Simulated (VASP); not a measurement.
# C in VASP: single point with PBEsol+D3(BJ)

Aim: the single point of C with PBEsol+D3(BJ).

All numbers are computed with VASP 6.6.1; they aren't measurements. Logs are shortened: lines on timing, memory, paths and dates and some standing lists are left out, and cuts for length are marked.

## Step 1: The cell of the first run

The cell holds a slab with vacuum, 2 atoms: a = 2.482 Å, b = 2.482 Å, c = 20.953 Å, α = 90.00°, β = 90.00°, γ = 120.00°.

## Step 2: Single point, PBEsol+D3(BJ)

INCAR

```
  PREC = Accurate
  ENCUT = 520
  EDIFF = 1E-6
  ISMEAR = 0
  SIGMA = 0.04
  LREAL = F
  LASPH = T
  NELM = 120
  ALGO = Normal
  ISIF = 2
  LWAVE = F
  LCHARG = F
  LDIPOL = T
  IDIPOL = 3
  DIPOL = 0.5 0.5 0.671
  GGA = PS
  IVDW = 12
  NBANDS = 11
  GGA_COMPAT = F
  NELMDL = -8
```

KPOINTS

```
regular mesh
0
Gamma
  15 15 1
```

POSCAR

```
C
1.0
    2.4816964229      0.0000000000      0.0000000000
   -1.2408482115      2.1492121467      0.0000000000
    0.0000000000      0.0000000000     20.9526120466
C
2
Direct
    1.0000000000      0.0000000000      0.6705498487
    0.3333333333      0.6666666667      0.6704671140
```

Potentials or basis: VASP PAW PBE potentials, release 64 (C).

On the command line:

```sh
cat potpaw_PBE.64/C/POTCAR > POTCAR
mpirun -np 1 vasp_std > vasp.out
```

OUTCAR:

```text
PREC = Accurate
   ENCUT = 520
   EDIFF = 1E-6
   ISMEAR = 0
   LREAL = F
   LASPH = T
   NELM = 120
   ISIF = 2
   GGA = PS
   IVDW = 12
   NELMDL = -8
 IVDW          = 12

 ion  position               nearest neighbor table
   1  0.000  0.000  0.671-   2 1.43   2 1.43   2 1.43
   2  0.333  0.667  0.670-   1 1.43   1 1.43   1 1.43

  LATTYP: Found a hexagonal cell.
 ALAT       =     2.4816964229
 C/A-ratio  =     8.4428586241

  Lattice vectors:

 A1 = (   2.4816964229,   0.0000000000,   0.0000000000)
 A2 = (  -1.2408482115,   2.1492121467,   0.0000000000)
 A3 = (   0.0000000000,   0.0000000000,  20.9526120466)

Analysis of symmetry for initial positions (statically):
=====================================================================
 Subroutine PRICEL returns:
 Original cell was already a primitive cell.

 Routine SETGRP: Setting up the symmetry group for a
 hexagonal supercell.

 Subroutine GETGRP returns: Found 12 space group operations
 (whereof  6 operations were pure point group operations)
 out of a pool of 24 trial point group operations.

The static configuration has the point symmetry C_3v.
 The point group associated with its full space group is D_3d.

Analysis of symmetry for dynamics (positions and initial velocities):
=====================================================================
 Subroutine PRICEL returns:
 Original cell was already a primitive cell.

 Routine SETGRP: Setting up the symmetry group for a
 hexagonal supercell.

 Subroutine GETGRP returns: Found 12 space group operations
 (whereof  6 operations were pure point group operations)
 out of a pool of 24 trial point group operations.

The dynamic configuration has the point symmetry C_3v.
 The point group associated with its full space group is D_3d.

 Subroutine INISYM returns: Found 12 space group operations
 (whereof  6 operations are pure point group operations),
 and found     1 'primitive' translations

----------------------------------------------------------------------------------------

                                     Primitive cell

  volume of cell :     111.7548

  direct lattice vectors                    reciprocal lattice vectors
     2.481696423  0.000000000  0.000000000     0.402950172  0.232643390  0.000000000
    -1.240848211  2.149212147  0.000000000     0.000000000  0.465286780  0.000000000
     0.000000000  0.000000000 20.952612047     0.000000000  0.000000000  0.047726746

  length of vectors
     2.481696423  2.481696423 20.952612047     0.465286780  0.465286780  0.047726746

  position of ions in fractional coordinates (direct lattice)
     0.000000000  0.000000000  0.670549849
     0.333333333  0.666666667  0.670467114

  ion indices of the primitive-cell ions
   primitive index   ion index
                 1           1
                 2           2

----------------------------------------------------------------------------------------

 KPOINTS: regular mesh

Automatic generation of k-mesh.
 Grid dimensions read from file:
 generate k-points for:   15   15    1

 Generating k-lattice:

  Cartesian coordinates                     Fractional coordinates (reciprocal lattice)
     0.026863345  0.015509559  0.000000000     0.066666667  0.000000000  0.000000000
     0.000000000  0.031019119  0.000000000     0.000000000  0.066666667  0.000000000
     0.000000000  0.000000000  0.047726746     0.000000000  0.000000000  1.000000000

  Length of vectors
     0.031019119  0.031019119  0.047726746

  Shift w.r.t. Gamma in fractional coordinates (k-lattice)
     0.000000000  0.000000000  0.000000000

 Subroutine IBZKPT returns following result:
 ===========================================

 Found     27 irreducible k-points:

 Following reciprocal coordinates:
            Coordinates               Weight
  0.000000  0.000000  0.000000      1.000000
  0.066667  0.000000  0.000000      6.000000
  0.133333  0.000000  0.000000      6.000000
  0.200000  0.000000  0.000000      6.000000
  0.266667  0.000000  0.000000      6.000000
  0.333333  0.000000  0.000000      6.000000
[... 16 lines left out ...]
  0.333333  0.200000  0.000000     12.000000
  0.400000  0.200000  0.000000      6.000000
 [... further k-points ...]
   k-points           NKPTS =     27   k-points in BZ     NKDIM =     27   number of bands    NBANDS=     11
   number of dos      NEDOS =    301   number of ions     NIONS =      2
   total plane-waves  NPLWV =  51840
   dimension x,y,z NGX =    18 NGY =   18 NGZ =  160
   dimension x,y,z NGXF=    36 NGYF=   36 NGZF=  320
   ions per type =               2
   NGX,Y,Z   is equivalent  to a cutoff of  12.06, 12.06, 12.70 a.u.
   NGXF,Y,Z  is equivalent  to a cutoff of  24.12, 24.12, 25.39 a.u.
 SYSTEM =  unknown system
   PREC   = accura    normal or accurate (medium, high low for compatibility)
   ISTART =      0    job   : 0-new  1-cont  2-samecut
   ICHARG =      2    charge: 1-file 2-atom 10-const
   ISPIN  =      1    spin polarized calculation?
   LNONCOLLINEAR =      F non collinear calculations
   LSORBIT =      F    spin-orbit coupling
   LASPH  =      T    aspherical Exc in radial PAW
   ENCUT  =  520.0 eV  38.22 Ry    6.18 a.u.   4.61  4.61 38.96*2*pi/ulx,y,z
   NELM   =    120;   NELMIN=  2; NELMDL= -8     # of ELM steps
   EDIFF  = 0.1E-05   stopping-criterion for ELM
   LREAL  =      F    real-space projection
[... 7 lines left out ...]
   TEBEG  =    0.0;   TEEND  =   0.0 temperature during run
   PSTRESS=    0.0 pullay stress
   NELECT =       8.0000    total number of electrons
   NUPDOWN=      -1.0000    fix difference up-down
   EMIN   =  10.00;   EMAX   =-10.00  energy-range for DOS
   EFERMI =   0.00;   METHOD = LEGACY
   ISMEAR =     0;   SIGMA  =   0.04  broadening in eV -4-tet -1-fermi 0-gaus
   EFERMI_NEDOS =   21; number of points for ismear=-14 and -15
   IALGO  =     38    algorithm
   IMIX   =      4    mixing-type and parameters
     AMIX     =   0.40;   BMIX     =  1.00
     AMIX_MAG =   1.60;   BMIX_MAG =  1.00
  volume/ion in A,a.u.               =      55.88       377.08
  Fermi-wavevector in a.u.,A,eV,Ry     =   0.679750  1.284542  6.286716  0.462061
  Thomas-Fermi vector in A             =   1.758039
   LORBIT       =      0    0 simple, 1 ext, 2 COOP (PROOUT), +10 PAW based schemes
   GGA     = PS    functional components
   LHFCALC =     F    Hartree Fock is set to
   AEXX    =    0.0000 exact exchange contribution
   IVDW    =    12    specifies the selected vdW correction
   LEPSILON=     F    determine dielectric tensor
   LRPA    =     F    only Hartree local field effects (RPA)
 non-spin polarized calculation
 Gauss-broadening in eV      SIGMA  =   0.04
  energy-cutoff  :      520.00
  volume of cell :      111.75
 maximum number of plane-waves:      3048
   NGX =  9   NGY =  9   NGZ = 77

 dipolmoment           0.000000      0.000000      0.000006 electrons x Angstroem

 number of electron       7.9999999 magnetization

 dipolmoment           0.000000      0.000000     -0.000005 electrons x Angstroem

 Free energy of the ion-electron system (eV)
  ---------------------------------------------------
  ext. energy  EPLUGINS =         0.00000000
  ---------------------------------------------------
  free energy    TOTEN  =       -19.27131074 eV

  energy without entropy =      -19.27090954  energy(sigma->0) =      -19.27111014

 E-fermi :  -2.9553     XC(G=0):  -2.0805

 val. band max:       -2.9552833078   @ k =   0.3333   0.3333   0.0000
 cond. band min:      -2.9552829680   @ k =   0.3333   0.3333   0.0000
 fundamental gap:      0.0000003397
 Fermi energy:        -2.9552831378

 k-point     1 :       0.0000    0.0000    0.0000
  band No.  band energies     occupation
      1     -22.2879      2.00000
      2     -10.4763      2.00000
      3      -5.9694      2.00000
      4      -5.9694      2.00000
      5       0.5101      0.00000
      6       1.3074      0.00000
      7       1.4774      0.00000
      8       2.3948      0.00000
      9       2.7833      0.00000
     10       4.3012      0.00000
     11       4.8437      0.00000

 k-point     2 :       0.0667    0.0000    0.0000
  band No.  band energies     occupation
      1     -22.1840      2.00000
      2     -10.3525      2.00000
      3      -6.3906      2.00000
      4      -6.1889      2.00000
      5       0.6505      0.00000
      6       1.4501      0.00000
      7       1.6218      0.00000
      8       2.5379      0.00000
      9       2.9260      0.00000
     10       4.4429      0.00000
     11       4.9763      0.00000

 k-point     3 :       0.1333    0.0000    0.0000
  band No.  band energies     occupation
      1     -21.8730      2.00000
      2      -9.9830      2.00000
      3      -7.5091      2.00000
      4      -6.7450      2.00000
      5       1.0719      0.00000
      6       1.8776      0.00000
      7       2.0550      0.00000
      8       2.9668      0.00000
      9       3.3540      0.00000
     10       4.8669      0.00000
     11       5.2087      0.00000
[... 267 lines left out ...]
 k-point    23 :       0.3333    0.2000    0.0000
  band No.  band energies     occupation
      1     -17.4159      2.00000
      2     -14.4950      2.00000
      3     -11.5855      2.00000
      4      -5.0754      2.00000
      5      -0.9523      0.00000
      6       7.2831      0.00000
      7       7.7075      0.00000
      8       7.7807      0.00000
      9       8.5505      0.00000
     10       9.0276      0.00000
     11       9.7525      0.00000

 k-point    24 :       0.4000    0.2000    0.0000
  band No.  band energies     occupation
      1     -16.4977      2.00000
      2     -15.5216      2.00000
      3     -11.7167      2.00000
      4      -4.4348      2.00000
      5      -1.6794      0.00000
      6       7.6197      0.00000
      7       8.2789      0.00000
      8       8.9947      0.00000
      9       9.2144      0.00000
     10      10.2793      0.00000
     11      10.5584      0.00000

 [... further k-points ...]

------------------------ aborting loop because EDIFF is reached ----------------------------------------

 vacuum level on the upper side and lower side of the slab       (xc-potential included)        -0.257        -0.240

 Edisp (eV)   -0.09771

 E8    (eV) :    -0.0503

  FORCE on cell =-STRESS in cart. coord.  units (eV):
  Direction    XX          YY          ZZ          XY          YZ          ZX
  --------------------------------------------------------------------------------------
  -------------------------------------------------------------------------------------
  Total      -1.17901    -1.17901    -0.01024     0.00000    -0.00000    -0.00000
  in kB     -16.90290   -16.90290    -0.14683     0.00000    -0.00000    -0.00000
  external pressure =      -11.32 kB  Pullay stress =        0.00 kB

 VOLUME and BASIS-vectors are now :
 -----------------------------------------------------------------------------
  energy-cutoff  :      520.00
  volume of cell :      111.75
      direct lattice vectors                 reciprocal lattice vectors
     2.481696423  0.000000000  0.000000000     0.402950172  0.232643390  0.000000000
    -1.240848211  2.149212147  0.000000000     0.000000000  0.465286780  0.000000000
     0.000000000  0.000000000 20.952612047     0.000000000  0.000000000  0.047726746

 POSITION                                       TOTAL-FORCE (eV/Angst)
 -----------------------------------------------------------------------------------
      0.00000      0.00000     14.04977        -0.000000      0.000000     -0.029406
     -0.00000      1.43281     14.04804         0.000000     -0.000000      0.029406
 -----------------------------------------------------------------------------------
    total drift:                                0.000000      0.000000     -0.000063

  FREE ENERGIE OF THE ION-ELECTRON SYSTEM (eV)
  ---------------------------------------------------
  free  energy   TOTEN  =       -19.3690181637 eV

  energy  without entropy=      -19.3686169622  energy(sigma->0) =      -19.36881756

 vacuum level on the upper side and lower side of the slab         1.199         1.199
```

Run time: 73 s. Hardware: 1 thread of Intel Xeon 8259CL, shared host; peak memory 0.22 GiB.

Results:

```yaml
Free_energy: -19.3690 eV
Largest_force: 0.029 eV/Å
Band_gap_on_the_k_mesh: zero (filled and empty bands touch)
Dispersion_energy_per_atom: -0.049 eV
```

Forces in eV/Å, atoms in the order of the input:
```
C    0.000  0.000 -0.029
C    0.000  0.000  0.029
```

Caveat: the PAW data sets were made with another functional, which shifts forces and pressure a little.
